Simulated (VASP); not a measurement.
Set up this calculation in VASP 6.6.1, as the native input.

```yaml
Task: single point
Functional: PBE
Potentials_or_basis: VASP PAW PBE potentials, release 64 (Pd, Ta_pv, B)
Cutoff: 520 eV
k_mesh: 3 × 3 × 3
Occupations: gaussian, width 0.1 eV
Spin: no spin polarisation
Dipole_correction: no
Further_INCAR_settings: ALGO = Normal; EDIFF = 1e-07; NBANDS = 66
```

The structure of TaBPd4 lies in POSCAR:

```
TaBPd4
1.0
    5.1361430000     -0.3719070000     -1.3162590000
   -0.3471220000      6.1396360000      0.0386720000
   -1.0032490000     -0.0348650000      5.3164660000
Pd Ta B
8 2 2
Direct
    0.1431419226      0.4944574440      0.6326757635
    0.3340655184      0.9428654729      0.5014626731
    0.9631803872      0.1367789655      0.4420918590
    0.5860828045      0.6612616016      0.6544453510
    0.5909215611      0.2182390775      0.0240249973
    0.6366170350      0.3860698472      0.4195038224
    0.8053872895      0.1198623651      0.7727268360
    0.2099350453      0.3928279279      0.0700466158
    0.0916663480      0.8283684022      0.8193634630
    0.8653495949      0.6324920822      0.1530929491
    0.4346450702      0.2825348655      0.6417521145
    0.3022406008      0.0603781809      0.1564221357
```

One way to write it, as run:

INCAR

```
PREC = Accurate
ENCUT = 520
EDIFF = 1E-7
ISMEAR = 0
SIGMA = 0.1
LREAL = False
LASPH = True
NELM = 100
ALGO = Normal
ISIF = 2
LWAVE = False
LCHARG = True
GGA = PE
LELF = True
LVHAR = True
NBANDS = 66
```

KPOINTS

```
Automatic mesh
0
Gamma
  3 3 3
```

Potentials or basis: VASP PAW PBE potentials, release 64 (Pd, Ta_pv, B).

The run is started by

```bash
$ cat potpaw_PBE.64/Pd/POTCAR potpaw_PBE.64/Ta_pv/POTCAR potpaw_PBE.64/B/POTCAR > POTCAR
$ mpirun -np 1 vasp_std > vasp.out
```

It gave:

```yaml
Pressure: 68.1 GPa
Largest_force: 5.923 eV/Å
Band_gap_on_the_k_mesh: zero (bands 54 and 55 overlap by 0.12 eV)
```

Caveat: the k points lie up to 0.44 Å⁻¹ apart; spin-orbit coupling is left out, which moves the levels of the heavy elements.

Wall time 3 min on 1 thread of AMD EPYC 7R13 Processor (Zen 3), with other jobs on the host, peak memory 0.3 GiB.
